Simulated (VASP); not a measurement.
Input of a VASP 6.6.1 run:

POSCAR

```
RbCl
1.0
    0.0000000000      3.3057261382      3.3057261382
    3.3057261382      0.0000000000      3.3057261382
    3.3057261382      3.3057261382      0.0000000000
Rb Cl
1 1
Direct
    0.0000000000      0.0000000000      0.0000000000
    0.5000000000      0.5000000000      0.5000000000
```

Contents of INCAR.step1:

```
PREC = Accurate
ENCUT = 440
EDIFF = 1E-5
ISMEAR = 0
SIGMA = 0.01
LREAL = F
LASPH = T
NELM = 120
ALGO = Normal
ISIF = 2
LWAVE = T
LCHARG = F
NBANDS = 15
GGA = PE
GGA_COMPAT = F
```

File INCAR.step2:

```
PREC = Accurate
ENCUT = 440
EDIFF = 1E-6
ISMEAR = 0
SIGMA = 0.01
LREAL = F
LASPH = T
NELM = 120
ALGO = Normal
ISIF = 2
LWAVE = F
LCHARG = F
METAGGA = R2SCAN
LHFCALC = T
AEXX = 0.1
LMIXTAU = T
PRECFOCK = Normal
NBANDS = 15
ISTART = 1
GGA_COMPAT = F
```

File KPOINTS:

```
regular mesh
0
Gamma
  4 4 4
```

Potentials or basis: VASP PAW PBE potentials, release 64 (Rb_sv, Cl).

Launch:

```sh
$ cat potpaw_PBE.64/Rb_sv/POTCAR potpaw_PBE.64/Cl/POTCAR > POTCAR
$ cp INCAR.step1 INCAR
$ mpirun -np 1 vasp_std > vasp.out
$ cp INCAR.step2 INCAR
$ mpirun -np 1 vasp_std > vasp.out
```

Q: What does it give for the pressure?

A: -0.1 GPa.

Q: Estimate the band gap on the k mesh.

A: 6.25 eV.

Caveat: the PAW data sets were made with another functional, which shifts forces and pressure a little.
